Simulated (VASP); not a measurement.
Here is a VASP 6.6.1 calculation.

File INCAR:

```
PREC = Accurate ; ENCUT = 520
EDIFF = 1E-6 ; ISMEAR = 0
SIGMA = 0.01 ; LREAL = False
LASPH = True ; NELM = 100
ALGO = Normal ; ISIF = 2
LWAVE = False ; LCHARG = False
GGA = PE ; NBANDS = 22
```

KPOINTS

```
Automatic mesh
0
Gamma
  4 4 2
```

POSCAR

```
Cl
1.0
    3.1252371057     -2.0072452166      0.0000000000
    3.1252371057      2.0072452166      0.0000000000
    0.0000000000      0.0000000000      8.1465598679
Cl
4
Direct
    0.8756350467      0.1243649533      0.6074783337
    0.1243649533      0.8756350467      0.3925216663
    0.6243649533      0.3756350467      0.1074783337
    0.3756350467      0.6243649533      0.8925216663
```

Potentials or basis: VASP PAW PBE potentials, release 64 (Cl).

Launch:

```console
$ cat potpaw_PBE.64/Cl/POTCAR > POTCAR
$ mpirun -np 1 vasp_std > vasp.out
```

(1) Estimate the pressure.

(2) Estimate the largest force.

(3) Predict the band gap on the k mesh.

## Answers

(1) 1.8 GPa.

(2) 0.035 eV/Å.

(3) 2.25 eV.

Caveat: the k points lie up to 0.47 Å⁻¹ apart; this functional lacks dispersion, which holds the molecules together, so the pressure and a relaxed volume are unreliable.
